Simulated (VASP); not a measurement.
Input of a VASP 6.6.1 run:

File INCAR:

```
PREC = Accurate ; ENCUT = 600
EDIFF = 1E-6 ; ISMEAR = -1
SIGMA = 0.08 ; LREAL = False
LASPH = True ; NELM = 60
ALGO = Normal ; ISIF = 3
LWAVE = False ; LCHARG = False
GGA = PE ; IBRION = 2
NSW = 32 ; EDIFFG = -0.005
PSTRESS = 100.0
```

KPOINTS

```
Automatic mesh
0
Gamma
  6 6 9
```

Contents of POSCAR:

```
Rb
1.0
    6.0960681416      0.0000000000      0.0000000000
   -3.0480340708      5.2793498739      0.0000000000
    0.0000000000      0.0000000000      3.6397927238
Rb
3
Direct
    0.0000000000      0.0000000000      0.0000000000
    0.3333333333      0.6666666667      0.5000000000
    0.6666666667      0.3333333333      0.5000000000
```

Potentials or basis: VASP PAW PBE potentials, release 64 (Rb_sv).

The run is started by

```console
$ cat potpaw_PBE.64/Rb_sv/POTCAR > POTCAR
$ mpirun -np 1 vasp_std > vasp.out
```

Q: What does it give for the relaxed cell?

A: a = 6.098 Å, b = 6.098 Å, c = 3.641 Å, α = 90.00°, β = 90.00°, γ = 120.00°.

Q: Predict the relaxed volume.

A: 39.08 Å³/atom.

Final structure:
```yaml
crystal:
  lattice:
    - [6.09779, 0.00000, 0.00000]
    - [-3.04889, 5.28084, 0.00000]
    - [0.00000, 0.00000, 3.64058]
  atoms:
    - { symbol: Rb, position: [0.00000, 0.00000, 0.00000] }
    - { symbol: Rb, position: [0.33333, 0.66667, 0.50000] }
    - { symbol: Rb, position: [0.66667, 0.33333, 0.50000] }
```

Caveat: the cell is relaxed towards a set pressure, so the enthalpy falls and the energy may rise.
